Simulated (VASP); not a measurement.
# ZnCu (P4/mmm) in VASP: a series of runs

Runs on ZnCu. Level: PBEsol. Tasks: single point.

Everything below comes from runs of VASP 6.6.1. Logs are shortened: lines on timing, memory, paths and dates and some standing lists are left out, and cuts for length are marked.

### 1 The cell of the first run

The structure is tetragonal, space group P4/mmm (No. 123). The conventional cell has a = 2.989 Å, b = 2.989 Å, c = 3.033 Å, α = 90.00°, β = 90.00°, γ = 90.00°. Within 3.4 Å of Zn (site symmetry 4/mmm) lie 8 Cu at 2.60 Å and 6 Zn at 2.99 to 3.03 Å. Cu (site symmetry 4/mmm) has 8 Zn at 2.60 Å and 6 Cu at 2.99 to 3.03 Å within 3.4 Å.

### 2 Single point, PBEsol (strain +0.015 along x and y, +0.030 along z)

INCAR

```
PREC = Accurate ; ENCUT = 520
EDIFF = 1E-6 ; ISMEAR = 0
SIGMA = 0.15 ; LREAL = False
LASPH = True ; NELM = 60
ALGO = Fast ; ISIF = 2
LWAVE = False ; LCHARG = False
GGA = PS ; NBANDS = 18
```

KPOINTS

```
regular mesh
0
Gamma
  16 16 16
```

POSCAR

```
ZnCu
1.0
    2.9891750000      0.0000000000      0.0000000000
    0.0000000000      2.9891750000      0.0000000000
    0.0000000000      0.0000000000      3.0333500000
Zn Cu
1 1
Direct
    0.5000000000      0.5000000000      0.5000000000
    0.0000000000      0.0000000000      0.0000000000
```

Potentials or basis: VASP PAW PBE potentials, release 64 (Zn, Cu).

Started as:

```sh
$ cat potpaw_PBE.64/Zn/POTCAR potpaw_PBE.64/Cu/POTCAR > POTCAR
$ mpirun -np 1 vasp_std > vasp.out
```

OUTCAR:

```text
PREC = Accurate
   ENCUT = 520
   EDIFF = 1E-6
   ISMEAR = 0
   LREAL = False
   LASPH = True
   NELM = 60
   ISIF = 2
   GGA = PS

 ion  position               nearest neighbor table
   1  0.500  0.500  0.500-   2 2.60   2 2.60   2 2.60   2 2.60   2 2.60   2 2.60   2 2.60   2 2.60

   2  0.000  0.000  0.000-   1 2.60   1 2.60   1 2.60   1 2.60   1 2.60   1 2.60   1 2.60   1 2.60

  LATTYP: Found a simple tetragonal cell.
 ALAT       =     2.9891750000
 C/A-ratio  =     1.0147783251

  Lattice vectors:

 A1 = (   2.9891750000,   0.0000000000,   0.0000000000)
 A2 = (   0.0000000000,   2.9891750000,   0.0000000000)
 A3 = (   0.0000000000,   0.0000000000,   3.0333500000)

Analysis of symmetry for initial positions (statically):
=====================================================================
 Subroutine PRICEL returns:
 Original cell was already a primitive cell.

 Routine SETGRP: Setting up the symmetry group for a
 simple tetragonal supercell.

 Subroutine GETGRP returns: Found 16 space group operations
 (whereof 16 operations were pure point group operations)
 out of a pool of 16 trial point group operations.

The static configuration has the point symmetry D_4h.

Analysis of symmetry for dynamics (positions and initial velocities):
=====================================================================
 Subroutine PRICEL returns:
 Original cell was already a primitive cell.

 Routine SETGRP: Setting up the symmetry group for a
 simple tetragonal supercell.

 Subroutine GETGRP returns: Found 16 space group operations
 (whereof 16 operations were pure point group operations)
 out of a pool of 16 trial point group operations.

The dynamic configuration has the point symmetry D_4h.

 Subroutine INISYM returns: Found 16 space group operations
 (whereof 16 operations are pure point group operations),
 and found     1 'primitive' translations

----------------------------------------------------------------------------------------

                                     Primitive cell

  volume of cell :      27.1035

  direct lattice vectors                    reciprocal lattice vectors
     2.989175000  0.000000000  0.000000000     0.334540467  0.000000000  0.000000000
     0.000000000  2.989175000  0.000000000     0.000000000  0.334540467  0.000000000
     0.000000000  0.000000000  3.033350000     0.000000000  0.000000000  0.329668518

  length of vectors
     2.989175000  2.989175000  3.033350000     0.334540467  0.334540467  0.329668518

  position of ions in fractional coordinates (direct lattice)
     0.500000000  0.500000000  0.500000000
     0.000000000  0.000000000  0.000000000

  ion indices of the primitive-cell ions
   primitive index   ion index
                 1           1
                 2           2

----------------------------------------------------------------------------------------

 KPOINTS: regular mesh

Automatic generation of k-mesh.
 Grid dimensions read from file:
 generate k-points for:   16   16   16

 Generating k-lattice:

  Cartesian coordinates                     Fractional coordinates (reciprocal lattice)
     0.020908779  0.000000000  0.000000000     0.062500000  0.000000000  0.000000000
     0.000000000  0.020908779  0.000000000     0.000000000  0.062500000  0.000000000
     0.000000000  0.000000000  0.020604282     0.000000000  0.000000000  0.062500000

  Length of vectors
     0.020908779  0.020908779  0.020604282

  Shift w.r.t. Gamma in fractional coordinates (k-lattice)
     0.000000000  0.000000000  0.000000000

 Subroutine IBZKPT returns following result:
 ===========================================

 Found    405 irreducible k-points:

 Following reciprocal coordinates:
            Coordinates               Weight
  0.000000  0.000000  0.000000      1.000000
  0.062500  0.000000  0.000000      4.000000
  0.125000  0.000000  0.000000      4.000000
  0.187500  0.000000  0.000000      4.000000
  0.250000  0.000000  0.000000      4.000000
  0.312500  0.000000  0.000000      4.000000
[... 16 lines left out ...]
  0.437500  0.125000  0.000000      8.000000
  0.500000  0.125000  0.000000      4.000000
 [... further k-points ...]
   k-points           NKPTS =    405   k-points in BZ     NKDIM =    405   number of bands    NBANDS=     18
   number of dos      NEDOS =    301   number of ions     NIONS =      2
   total plane-waves  NPLWV =  13824
   dimension x,y,z NGX =    24 NGY =   24 NGZ =   24
   dimension x,y,z NGXF=    48 NGYF=   48 NGZF=   48
   ions per type =               1   1
   NGX,Y,Z   is equivalent  to a cutoff of  13.35, 13.35, 13.15 a.u.
   NGXF,Y,Z  is equivalent  to a cutoff of  26.70, 26.70, 26.31 a.u.
 SYSTEM =  unknown system
   PREC   = accura    normal or accurate (medium, high low for compatibility)
   ISTART =      0    job   : 0-new  1-cont  2-samecut
   ICHARG =      2    charge: 1-file 2-atom 10-const
   ISPIN  =      1    spin polarized calculation?
   LNONCOLLINEAR =      F non collinear calculations
   LSORBIT =      F    spin-orbit coupling
   LASPH  =      T    aspherical Exc in radial PAW
   ENCUT  =  520.0 eV  38.22 Ry    6.18 a.u.   5.56  5.56  5.64*2*pi/ulx,y,z
   NELM   =     60;   NELMIN=  2; NELMDL= -5     # of ELM steps
   EDIFF  = 0.1E-05   stopping-criterion for ELM
   LREAL  =      F    real-space projection
   EDIFFG = 0.1E-04   stopping-criterion for IOM
   NSW    =      0    number of steps for IOM
   IBRION =     -1    ionic relax: 0-MD 1-quasi-New 2-CG
   NFREE  =      0    steps in history (QN), initial steepest desc. (CG)
   ISIF   =      2    stress and relaxation
   ISYM   =      2    0-nonsym 1-usesym 2-fastsym
   POTIM  = 0.5000    time-step for ionic-motion
   TEBEG  =    0.0;   TEEND  =   0.0 temperature during run
   PSTRESS=    0.0 pullay stress
   NELECT =      23.0000    total number of electrons
   NUPDOWN=      -1.0000    fix difference up-down
   EMIN   =  10.00;   EMAX   =-10.00  energy-range for DOS
   EFERMI =   0.00;   METHOD = LEGACY
   ISMEAR =     0;   SIGMA  =   0.15  broadening in eV -4-tet -1-fermi 0-gaus
   EFERMI_NEDOS =   21; number of points for ismear=-14 and -15
   IALGO  =     68    algorithm
   IMIX   =      4    mixing-type and parameters
     AMIX     =   0.40;   BMIX     =  1.00
     AMIX_MAG =   1.60;   BMIX_MAG =  1.00
  volume/ion in A,a.u.               =      13.55        91.45
  Fermi-wavevector in a.u.,A,eV,Ry     =   1.549919  2.928922 32.684586  2.402249
  Thomas-Fermi vector in A             =   2.654657
   LORBIT       =      0    0 simple, 1 ext, 2 COOP (PROOUT), +10 PAW based schemes
   GGA     = PS    functional components
   LHFCALC =     F    Hartree Fock is set to
   AEXX    =    0.0000 exact exchange contribution
   IVDW    =     0    specifies the selected vdW correction
   LEPSILON=     F    determine dielectric tensor
   LRPA    =     F    only Hartree local field effects (RPA)
 non-spin polarized calculation
 RMM-DIIS sequential band-by-band and
 Gauss-broadening in eV      SIGMA  =   0.15
  energy-cutoff  :      520.00
  volume of cell :       27.10
 maximum number of plane-waves:       746
 NGX is ok and might be reduce to    24
   NGX = 11   NGY = 11   NGZ = 11

 number of electron      23.0000035 magnetization

 Free energy of the ion-electron system (eV)
  ---------------------------------------------------
  ext. energy  EPLUGINS =         0.00000000
  ---------------------------------------------------
  free energy    TOTEN  =        -6.01745036 eV

  energy without entropy =       -6.01042660  energy(sigma->0) =       -6.01393848

 E-fermi :   4.7826     XC(G=0): -12.2353

 val. band max:        4.7604106911   @ k =   0.3750   0.1250   0.3125
 cond. band min:       4.7828806820   @ k =   0.4375   0.4375   0.3125
 fundamental gap:      0.0224699910
 Fermi energy:         4.7826299737

 k-point     1 :       0.0000    0.0000    0.0000
  band No.  band energies     occupation
      1      -5.0984      2.00000
      2      -2.8208      2.00000
      3      -2.8130      2.00000
      4      -2.2156      2.00000
      5      -2.2156      2.00000
      6      -2.1991      2.00000
[... 10 lines left out ...]
     17      16.2498      0.00000
     18      27.6228      0.00000

 k-point     2 :       0.0625    0.0000    0.0000
  band No.  band energies     occupation
      1      -5.0298      2.00000
      2      -2.8102      2.00000
      3      -2.8025      2.00000
      4      -2.2218      2.00000
      5      -2.2129      2.00000
      6      -2.2052      2.00000
[... 10 lines left out ...]
     17      16.9107      0.00000
     18      26.7692      0.00000

 k-point     3 :       0.1250    0.0000    0.0000
  band No.  band energies     occupation
      1      -4.8257      2.00000
      2      -2.7884      2.00000
      3      -2.7627      2.00000
      4      -2.2393      2.00000
      5      -2.2223      2.00000
      6      -2.2051      2.00000
[... 10 lines left out ...]
     17      18.6801      0.00000
     18      25.1052      0.00000

 k-point     4 :       0.1875    0.0000    0.0000
  band No.  band energies     occupation
      1      -4.4921      2.00000
      2      -2.7576      2.00000
      3      -2.6955      2.00000
      4      -2.2655      2.00000
      5      -2.2478      2.00000
      6      -2.1934      2.00000
[... 375 lines left out ...]
      4      -2.3625      2.00000
      5      -2.1973      2.00000
      6      -1.8555      2.00000
[... 10 lines left out ...]
     17      18.9402      0.00000
     18      20.2728      0.00000

 k-point    23 :       0.4375    0.1250    0.0000
  band No.  band energies     occupation
      1      -2.7721      2.00000
      2      -2.5908      2.00000
      3      -2.4981      2.00000
      4      -2.3807      2.00000
      5      -2.1935      2.00000
      6      -1.2123      2.00000
[... 10 lines left out ...]
     17      17.6161      0.00000
     18      19.3842      0.00000

 k-point    24 :       0.5000    0.1250    0.0000
  band No.  band energies     occupation
      1      -2.7219      2.00000
      2      -2.5743      2.00000
      3      -2.5156      2.00000
      4      -2.3871      2.00000
      5      -2.1922      2.00000
      6      -0.5917      2.00000
[... 10 lines left out ...]
     17      18.0287      0.00000
     18      18.8386      0.00000

 [... further k-points ...]
[... 5 lines left out ...]
  --------------------------------------------------------------------------------------
  -------------------------------------------------------------------------------------
  Total       -1.6183689     -1.6183689     -1.6128553      0.0000000      0.0000000      0.0000000
  in kB      -95.6671666    -95.6671666    -95.3412361      0.0000000      0.0000000      0.0000000
  external PRESSURE =     -95.5585231 kB  Pullay stress =       0.0000000 kB

 VOLUME and BASIS-vectors are now :
 -----------------------------------------------------------------------------
  energy-cutoff  :      520.00
  volume of cell :       27.10
      direct lattice vectors                 reciprocal lattice vectors
     2.989175000  0.000000000  0.000000000     0.334540467  0.000000000  0.000000000
     0.000000000  2.989175000  0.000000000     0.000000000  0.334540467  0.000000000
     0.000000000  0.000000000  3.033350000     0.000000000  0.000000000  0.329668518

 POSITION                                       TOTAL-FORCE (eV/Angst)
 -----------------------------------------------------------------------------------
      1.49459      1.49459      1.51667         0.000000      0.000000      0.000000
      0.00000      0.00000      0.00000         0.000000      0.000000      0.000000
 -----------------------------------------------------------------------------------
    total drift:                                0.000000      0.000000     -0.000000

  FREE ENERGIE OF THE ION-ELECTRON SYSTEM (eV)
  ---------------------------------------------------
  free  energy   TOTEN  =        -6.0174503596 eV

  energy  without entropy=       -6.0104265959  energy(sigma->0) =       -6.01393848
```

Run time: 58 s. Hardware: 1 thread of Intel Xeon 6975P-C (Granite Rapids), shared host; peak memory 0.31 GiB.

Results:

- Free energy: -6.0175 eV
- Pressure: -9.6 GPa
- Band gap on the k mesh: zero (an odd number of electrons rules out a gap without spin polarisation)

Levels at points of the mesh, in eV from the Fermi level:
```tsv
k point	band 8	band 9	band 10	band 11	band 12	band 13	band 14	band 15	band 16	band 17
(0.00, 0.00, 0.00)	-3.37	-2.60	-2.60	-2.59	5.69	6.18	6.18	10.69	11.05	11.47
(0.50, 0.00, 0.00)	-3.45	-3.12	-3.08	-2.66	-1.90	10.96	11.40	11.58	12.06	12.99
(0.50, 0.50, 0.00)	-2.76	-2.76	-2.36	-1.64	-1.64	1.61	2.00	13.06	14.80	14.80
(0.00, 0.00, 0.50)	-3.47	-3.08	-3.08	-2.65	-1.98	11.26	11.26	11.93	11.93	13.17
(0.50, 0.00, 0.50)	-2.74	-2.73	-2.38	-1.74	-1.72	1.48	1.85	13.42	15.17	15.19
(0.50, 0.50, 0.50)	-4.01	-2.37	-2.34	3.44	4.20	4.20	4.26	4.31	4.31	4.43
```

Caveat: the cell differs from its parent crystal (strain +0.015 along x and y, +0.030 along z); the cell stands under tension; the PAW data sets were made with another functional, which shifts forces and pressure a little.

(Part 1 of 2 ends here.)

The gap in the log of VASP goes by the Fermi energy; the results here count the filled bands.